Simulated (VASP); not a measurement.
Write the native input for VASP 6.6.1 that does the following.

| Item | Value |
| --- | --- |
| Task | single point |
| Functional | PBE |
| Potentials or basis | VASP PAW PBE potentials, release 64 (H) |
| Cutoff | 520 eV |
| k mesh | 8 × 8 × 4 |
| Occupations | gaussian, width 0.02 eV |
| Spin | no spin polarisation |
| Dipole correction | no |
| Further INCAR settings | ALGO = Normal; EDIFF = 1e-06; NBANDS = 10 |

The structure of H lies in POSCAR:

```
H
1.0
    1.7860521090     -2.8651041797      0.0000000000
    1.7860521090      2.8651041797      0.0000000000
    0.0000000000      0.0000000000      6.8376194868
H
4
Direct
    0.5539867033      0.4460132967      0.9689569962
    0.4460132967      0.5539867033      0.0310430038
    0.4460132967      0.5539867033      0.4689569962
    0.5539867033      0.4460132967      0.5310430038
```

These files were run (other wordings do the same):

INCAR

```
PREC     = Accurate       # precision mode
ENCUT    = 520            # plane-wave cutoff, eV
EDIFF    = 1E-6           # SCF threshold, eV
ISMEAR   = 0              # smearing method
SIGMA    = 0.02           # smearing width, eV
LREAL    = False          # projectors in reciprocal space
LASPH    = True           # aspherical terms in the spheres
NELM     = 60             # most SCF steps
ALGO     = Normal         # electronic algorithm
ISIF     = 2              # what is computed and relaxed
LWAVE    = False          # write WAVECAR
LCHARG   = False          # write CHGCAR
GGA      = PE             # functional
NBANDS   = 10             # bands
```

KPOINTS

```
Automatic mesh
0
Gamma
  8 8 4
```

Potentials or basis: VASP PAW PBE potentials, release 64 (H).

Command:

```console
$ cat potpaw_PBE.64/H/POTCAR > POTCAR
$ mpirun -np 1 vasp_std > vasp.out
```

It gave:

```yaml
Pressure: -0.1 GPa
Band_gap_on_the_k_mesh: 8.84 eV (least direct gap 8.98 eV)
```

Caveat: this functional lacks dispersion, which holds the molecules together, so the pressure and a relaxed volume are unreliable.

Wall time 58 s on 1 thread of Intel Xeon 8259CL (shared host), peak memory 0.19 GiB.
